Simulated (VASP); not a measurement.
Ni, 1 atom in the cell. It takes space group Fm-3m (No. 225, cubic). Conventional cell: a = 3.518 Å, b = 3.518 Å, c = 3.518 Å, α = 90.00°, β = 90.00°, γ = 90.00°. Within 3.3 Å of Ni (site symmetry m-3m) lie 12 Ni at 2.49 Å. 

| Item | Value |
| --- | --- |
| Program | VASP 6.6.1 |
| Task | single point |
| Functional | PBE |
| Potentials or basis | VASP PAW PBE potentials, release 64 (Ni) |
| Cutoff | 520 eV |
| k mesh | 20 × 20 × 20 |
| Occupations | gaussian, width 0.1 eV |
| Spin | collinear spin, ferromagnetic start |
| Starting moments | [0.81] μB |
| Dipole correction | no |
| Further INCAR settings | ALGO = Normal; EDIFF = 1e-06; NBANDS = 15 |

Potentials or basis: VASP PAW PBE potentials, release 64 (Ni).

Run with:

```console
$ cat potpaw_PBE.64/Ni/POTCAR > POTCAR
$ mpirun -np 1 vasp_std > vasp.out
```

Hardware: 1 thread of Intel(R) Xeon(R) Platinum 8259CL CPU @ 2.50GHz (Skylake/Cascade Lake), on a shared host.

**Question.** How long does it take, and how much memory?

**Answer.** Run time: 71 s on 1 thread of Intel(R) Xeon(R) Platinum 8259CL CPU @ 2.50GHz (Skylake/Cascade Lake), with other jobs on the host, peak memory 0.18 GiB. Counts: scf iterations 12, k points 256.
